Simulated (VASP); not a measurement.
Set up this calculation in VASP 6.6.1, as the native input.

* Task: single point
* Functional: PBE
* Potentials or basis: VASP PAW PBE potentials, release 64 (Mg, C)
* Cutoff: 520 eV
* k mesh: 18 × 18 × 1
* Occupations: gaussian, width 0.1 eV
* Spin: no spin polarisation
* Dipole correction: yes
* Further INCAR settings: ALGO = Normal; EDIFF = 1e-06; NBANDS = 11

The structure of Mg2C lies in POSCAR:

```
Mg2C
1.0
    3.5483417009      0.0000000000      0.0000000000
   -1.7741708504      3.0729540543      0.0000000000
    0.0000000000      0.0000000000     28.0296612000
Mg C
2 1
Direct
    0.3333333333      0.6666666667      0.2714795947
    0.6666666667      0.3333333333      0.3350207793
    0.0000000000      0.0000000000      0.3032501870
```

These files were run (other wordings do the same):

INCAR

```
ALGO = Normal ; DIPOL = 0.5 0.5 0.303
EDIFF = 1E-6 ; ENCUT = 520
GGA = PE ; IDIPOL = 3
ISIF = 2 ; ISMEAR = 0
LASPH = T ; LCHARG = T
LDIPOL = T ; LELF = T
LREAL = F ; LVACPOTAV = T
LVHAR = T ; LWAVE = F
NBANDS = 11 ; NELM = 100
PREC = Accurate ; SIGMA = 0.1
```

KPOINTS

```
k-points
0
Gamma
  18 18 1
```

Potentials or basis: VASP PAW PBE potentials, release 64 (Mg, C).

Command:

```sh
$ cat potpaw_PBE.64/Mg/POTCAR potpaw_PBE.64/C/POTCAR > POTCAR
$ mpirun -np 1 vasp_std > vasp.out
```

Results of the run:

| Property | Result |
| --- | --- |
| Largest force | 0.012 eV/Å |
| Band gap on the k mesh | zero (band 4 reaches -1.62 eV, above the bottom of band 5 at -1.77 eV) |

It took 2.8 min on 1 thread of AMD EPYC 7R43 64-Core Processor (Zen 3), with other jobs on the host, peak memory 0.46 GiB.
